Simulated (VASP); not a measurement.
# LuH2 (Fm-3m) in VASP: a series of runs, part 2 of 4

VASP 6.6.1.

## Step 3: Electric field gradients, LDA (volume scaled by 0.99)

File INCAR:

```
  PREC = Accurate
  ENCUT = 520
  EDIFF = 1E-8
  ISMEAR = -1
  SIGMA = 0.02
  LREAL = F
  LASPH = T
  NELM = 100
  ALGO = Normal
  ISIF = 2
  LWAVE = F
  LCHARG = F
  GGA = CA
  LEFG = T
  NBANDS = 20
```

File KPOINTS:

```
Automatic mesh
0
Gamma
  8 8 8
```

File POSCAR:

```
LuH2
1.0
    0.0000000000      2.5080835492      2.5080835492
    2.5080835492      0.0000000000      2.5080835492
    2.5080835492      2.5080835492      0.0000000000
Lu H
1 2
Direct
    0.0000000000      0.0000000000      0.0000000000
    0.2500000000      0.2500000000      0.2500000000
    0.7500000000      0.7500000000      0.7500000000
```

Potentials or basis: VASP PAW PBE potentials, release 64 (Lu, H).

On the command line:

```bash
cat potpaw_PBE.64/Lu/POTCAR potpaw_PBE.64/H/POTCAR > POTCAR
mpirun -np 1 vasp_std > vasp.out
```

OUTCAR:

```text
PREC = Accurate
   ENCUT = 520
   EDIFF = 1E-8
   ISMEAR = -1
   LREAL = F
   LASPH = T
   NELM = 100
   ISIF = 2
   GGA = CA

 ion  position               nearest neighbor table
   1  0.000  0.000  0.000-   3 2.17   3 2.17   3 2.17   2 2.17   3 2.17   2 2.17   2 2.17   2 2.17

   2  0.250  0.250  0.250-   1 2.17   1 2.17   1 2.17   1 2.17
   3  0.750  0.750  0.750-   1 2.17   1 2.17   1 2.17   1 2.17

  LATTYP: Found a face centered cubic cell.
 ALAT       =     5.0161670984

  Lattice vectors:

 A1 = (   0.0000000000,   2.5080835492,   2.5080835492)
 A2 = (   2.5080835492,   0.0000000000,   2.5080835492)
 A3 = (   2.5080835492,   2.5080835492,   0.0000000000)

Analysis of symmetry for initial positions (statically):
=====================================================================
 Subroutine PRICEL returns:
 Original cell was already a primitive cell.

 Routine SETGRP: Setting up the symmetry group for a
 face centered cubic supercell.

 Subroutine GETGRP returns: Found 48 space group operations
 (whereof 48 operations were pure point group operations)
 out of a pool of 48 trial point group operations.

The static configuration has the point symmetry O_h .

Analysis of symmetry for dynamics (positions and initial velocities):
=====================================================================
 Subroutine PRICEL returns:
 Original cell was already a primitive cell.

 Routine SETGRP: Setting up the symmetry group for a
 face centered cubic supercell.

 Subroutine GETGRP returns: Found 48 space group operations
 (whereof 48 operations were pure point group operations)
 out of a pool of 48 trial point group operations.

The dynamic configuration has the point symmetry O_h .

 Subroutine INISYM returns: Found 48 space group operations
 (whereof 48 operations are pure point group operations),
 and found     1 'primitive' translations

----------------------------------------------------------------------------------------

                                     Primitive cell

  volume of cell :      31.5541

  direct lattice vectors                    reciprocal lattice vectors
     0.000000000  2.508083549  2.508083549    -0.199355400  0.199355400  0.199355400
     2.508083549  0.000000000  2.508083549     0.199355400 -0.199355400  0.199355400
     2.508083549  2.508083549  0.000000000     0.199355400  0.199355400 -0.199355400

  length of vectors
     3.546965771  3.546965771  3.546965771     0.345293682  0.345293682  0.345293682

  position of ions in fractional coordinates (direct lattice)
     0.000000000  0.000000000  0.000000000
     0.250000000  0.250000000  0.250000000
     0.750000000  0.750000000  0.750000000

  ion indices of the primitive-cell ions
   primitive index   ion index
                 1           1
                 2           2
                 3           3

----------------------------------------------------------------------------------------

 KPOINTS: Automatic mesh

Automatic generation of k-mesh.
[... 76 lines left out ...]
   PSTRESS=    0.0 pullay stress
   NELECT =      27.0000    total number of electrons
   NUPDOWN=      -1.0000    fix difference up-down
   EMIN   =  10.00;   EMAX   =-10.00  energy-range for DOS
   EFERMI =   0.00;   METHOD = LEGACY
   ISMEAR =    -1;   SIGMA  =   0.02  broadening in eV -4-tet -1-fermi 0-gaus
   EFERMI_NEDOS =   21; number of points for ismear=-14 and -15
   IALGO  =     38    algorithm
   IMIX   =      4    mixing-type and parameters
     AMIX     =   0.40;   BMIX     =  1.00
     AMIX_MAG =   1.60;   BMIX_MAG =  1.00
  volume/ion in A,a.u.               =      10.52        70.98
  Fermi-wavevector in a.u.,A,eV,Ry     =   1.554214  2.937038 32.865967  2.415580
  Thomas-Fermi vector in A             =   2.658332
   LORBIT       =      0    0 simple, 1 ext, 2 COOP (PROOUT), +10 PAW based schemes
   GGA     = CA    functional components
   LHFCALC =     F    Hartree Fock is set to
   AEXX    =    0.0000 exact exchange contribution
   IVDW    =     0    specifies the selected vdW correction
   LEPSILON=     F    determine dielectric tensor
   LRPA    =     F    only Hartree local field effects (RPA)
 non-spin polarized calculation
  energy-cutoff  :      520.00
  volume of cell :       31.55
 maximum number of plane-waves:       877
 NGX is ok and might be reduce to    28
   NGX = 13   NGY = 13   NGZ = 13

 number of electron      27.0000000 magnetization

 Free energy of the ion-electron system (eV)
  ---------------------------------------------------
  ext. energy  EPLUGINS =         0.00000000
  ---------------------------------------------------
  free energy    TOTEN  =       -14.02912890 eV

  energy without entropy =      -14.02576981  energy(sigma->0) =      -14.02744935

 E-fermi :   2.4440     XC(G=0): -11.4351

 val. band max:        2.4392627318   @ k =   0.3750   0.2500   0.0000
 cond. band min:       2.4669629083   @ k =   0.5000   0.2500   0.1250
 fundamental gap:      0.0277001766
 Fermi energy:         2.4440332652

 k-point     1 :       0.0000    0.0000    0.0000
  band No.  band energies     occupation
      1     -53.4244      2.00000
      2     -24.1291      2.00000
      3     -24.1291      2.00000
      4     -24.1291      2.00000
      5      -6.8502      2.00000
      6      -2.8539      2.00000
[... 541 lines left out ...]
     19      10.7564      0.00000
     20      11.8978      0.00000

 [... further k-points ...]

------------------------ aborting loop because EDIFF is reached ----------------------------------------

  FORCE on cell =-STRESS in cart. coord.  units (eV):
  Direction    XX          YY          ZZ          XY          YZ          ZX
  --------------------------------------------------------------------------------------
  -------------------------------------------------------------------------------------
  Total       -1.0613261     -1.0613261     -1.0613261      0.0000000      0.0000000      0.0000000
  in kB      -53.8894080    -53.8894080    -53.8894080      0.0000000      0.0000000      0.0000000
  external PRESSURE =     -53.8894080 kB  Pullay stress =       0.0000000 kB

 VOLUME and BASIS-vectors are now :
 -----------------------------------------------------------------------------
  energy-cutoff  :      520.00
  volume of cell :       31.55
      direct lattice vectors                 reciprocal lattice vectors
     0.000000000  2.508083549  2.508083549    -0.199355400  0.199355400  0.199355400
     2.508083549  0.000000000  2.508083549     0.199355400 -0.199355400  0.199355400
     2.508083549  2.508083549  0.000000000     0.199355400  0.199355400 -0.199355400

 POSITION                                       TOTAL-FORCE (eV/Angst)
 -----------------------------------------------------------------------------------
      0.00000      0.00000      0.00000        -0.000000      0.000000     -0.000000
      1.25404      1.25404      1.25404         0.000000      0.000000      0.000000
      3.76213      3.76213      3.76213        -0.000000     -0.000000     -0.000000
 -----------------------------------------------------------------------------------
    total drift:                               -0.000000     -0.000000      0.000000

  FREE ENERGIE OF THE ION-ELECTRON SYSTEM (eV)
  ---------------------------------------------------
  free  energy   TOTEN  =       -14.0291289034 eV

  energy  without entropy=      -14.0257698058  energy(sigma->0) =      -14.02744935

 Electric field gradients (V/A^2)
---------------------------------------------------------------------
 ion       V_xx      V_yy      V_zz      V_xy      V_xz      V_yz
---------------------------------------------------------------------
   1      -0.000    -0.000    -0.000     0.002     0.002     0.002
   2       0.000     0.000     0.000     0.001     0.001     0.001
   3       0.000     0.000     0.000     0.001     0.001     0.001
---------------------------------------------------------------------

 Electric field gradients after diagonalization (V/A^2)
 (convention: |V_zz| > |V_xx| > |V_yy|)
----------------------------------------------------------------------
 ion       V_xx      V_yy      V_zz     asymmetry (V_yy - V_xx)/ V_zz
----------------------------------------------------------------------
   1      -0.002    -0.002     0.004       0.000
   2      -0.001    -0.001     0.001       0.000
   3      -0.001    -0.001     0.001       0.000
----------------------------------------------------------------------

           NMR quadrupolar parameters

 Cq : quadrupolar parameter    Cq=e*Q*V_zz/h
 eta: asymmetry parameters     (V_yy - V_xx)/ V_zz
 Q  : nuclear electric quadrupole moment in mb (millibarn)
----------------------------------------------------------------------
 ion       Cq(MHz)       eta       Q (mb)
----------------------------------------------------------------------
   1       0.000       0.000       1.000
   2       0.000       0.000       1.000
   3       0.000       0.000       1.000
----------------------------------------------------------------------
```

OSZICAR:

```text
N       E                     dE             d eps       ncg     rms          rms(c)
DAV:   1     0.944815523649E+02    0.94482E+02   -0.10980E+04  1500   0.442E+03
DAV:   2    -0.699735244351E+01   -0.10148E+03   -0.98275E+02  1256   0.412E+02
DAV:   3    -0.145347990044E+02   -0.75374E+01   -0.74545E+01  1272   0.780E+01
DAV:   4    -0.148028347011E+02   -0.26804E+00   -0.26659E+00  1628   0.126E+01
DAV:   5    -0.148078478306E+02   -0.50131E-02   -0.50123E-02  1344   0.173E+00    0.709E+00
DAV:   6    -0.141779303577E+02    0.62992E+00   -0.11014E+00  1812   0.265E+01    0.341E+00
DAV:   7    -0.140306812509E+02    0.14725E+00   -0.30007E-01  1712   0.670E+00    0.793E-01
DAV:   8    -0.140289452910E+02    0.17360E-02   -0.53064E-02  1576   0.147E+00    0.231E-01
DAV:   9    -0.140290907036E+02   -0.14541E-03   -0.15126E-03  1804   0.790E-01    0.855E-02
DAV:  10    -0.140291279301E+02   -0.37227E-04   -0.29176E-04  1852   0.243E-01    0.276E-02
DAV:  11    -0.140291298578E+02   -0.19277E-05   -0.26296E-05  1616   0.469E-02    0.112E-02
DAV:  12    -0.140291288281E+02    0.10296E-05   -0.32491E-06  1764   0.613E-02    0.176E-03
DAV:  13    -0.140291289071E+02   -0.78939E-07   -0.50725E-07  1504   0.486E-03    0.526E-04
DAV:  14    -0.140291289034E+02    0.37098E-08   -0.24178E-08  1432   0.278E-03
   1 F= -.14029129E+02 E0= -.14027449E+02  d E =-.335910E-02
```

stdout:

```text
POSCAR found type information on POSCAR LuH
 POSCAR found :  2 types and       3 ions
 scaLAPACK will be used
 -----------------------------------------------------------------------------
|                                                                             |
|                                                                             |
|     You enforced a specific xc type in the INCAR file but a different       |
|     I HOPE YOU KNOW WHAT YOU ARE DOING!                                     |
|                                                                             |
 -----------------------------------------------------------------------------

 LDA part: xc-table for (Slater(with rela. corr.)+CA(PZ))
 , standard interpolation
 POSCAR, INCAR and KPOINTS ok, starting setup
 FFT: planning ... GRIDC
 FFT: planning ... GRID_SOFT
 FFT: planning ... GRID
 WAVECAR not read
 entering main loop
ion   1

ion   2

ion   3
```

It took 10 s on 1 thread of Intel Xeon 6975P-C (Granite Rapids), shared host; peak memory 0.16 GiB.

Results:

```
Free energy : -14.0291 eV
Pressure    : -5.4 GPa
```

Caveat: without QUAD_EFG the Cq values of the log hold for a quadrupole moment of 1 mb, not for the nuclei; the PAW data sets were made with another functional, which shifts forces and pressure a little; spin-orbit coupling is left out, which moves the levels of the heavy elements.

(Continued in part 3 of 4.)
